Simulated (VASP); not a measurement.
Write the native input for VASP 6.6.1 that does the following.

```yaml
Task: single point
Functional: PBEsol
Potentials_or_basis: VASP PAW PBE potentials, release 64 (Zr_sv, N)
Cutoff: 520 eV
k_mesh: 8 × 8 × 12
Occupations: gaussian, width 0.1 eV
Spin: no spin polarisation
Dipole_correction: no
Further_INCAR_settings: ALGO = Normal; EDIFF = 1e-06; NBANDS = 38
```

The structure of Zr2N lies in POSCAR:

```
Zr2N
1.0
    5.6922517767      0.0000000000      0.0000000000
    0.0000000000      5.6922517767      0.0000000000
    0.0000000000      0.0000000000      3.1870938844
Zr N
4 2
Direct
    0.3029886610      0.3029886610      0.0000000000
    0.6970113390      0.6970113390      0.0000000000
    0.8029886610      0.1970113390      0.5000000000
    0.1970113390      0.8029886610      0.5000000000
    0.0000000000      0.0000000000      0.0000000000
    0.5000000000      0.5000000000      0.5000000000
```

This cell differs from its parent crystal: biaxial strain in the a-b plane: +6.0 %, then relaxed in part.

One way to write it, as run:

INCAR

```
SYSTEM = Zr2N
ALGO     = Normal         ! electronic algorithm
EDIFF    = 1E-6           ! SCF threshold, eV
ENCUT    = 520            ! plane-wave cutoff, eV
GGA      = PS             ! functional
ISIF     = 2              ! what is computed and relaxed
ISMEAR   = 0              ! smearing method
LASPH    = .TRUE.         ! aspherical terms in the spheres
LCHARG   = .FALSE.        ! write CHGCAR
LREAL    = .FALSE.        ! projectors in reciprocal space
LWAVE    = .FALSE.        ! write WAVECAR
NBANDS   = 38             ! bands
NELM     = 100            ! most SCF steps
PREC     = Accurate       ! precision mode
SIGMA    = 0.1            ! smearing width, eV
```

KPOINTS

```
k-points
0
G
  8 8 12
  0 0 0
```

Potentials or basis: VASP PAW PBE potentials, release 64 (Zr_sv, N).

The run is started by

```console
$ cat potpaw_PBE.64/Zr_sv/POTCAR potpaw_PBE.64/N/POTCAR > POTCAR
$ mpirun -np 1 vasp_std > vasp.out
```

Results of the run:

- Pressure: -11.4 GPa
- Largest force: 0.015 eV/Å
- Band gap on the k mesh: zero (bands 29 and 30 overlap by 2.13 eV)

Caveat: the cell differs from its parent crystal (biaxial strain in the a-b plane: +6.0 %, then relaxed in part); the stress differs along the axes, from -17 to 0 GPa; the PAW data sets were made with another functional, which shifts forces and pressure a little.

It took 4.3 min on 1 thread of Intel(R) Xeon(R) Platinum 8488C (Sapphire Rapids), with other jobs on the host, peak memory 0.41 GiB.
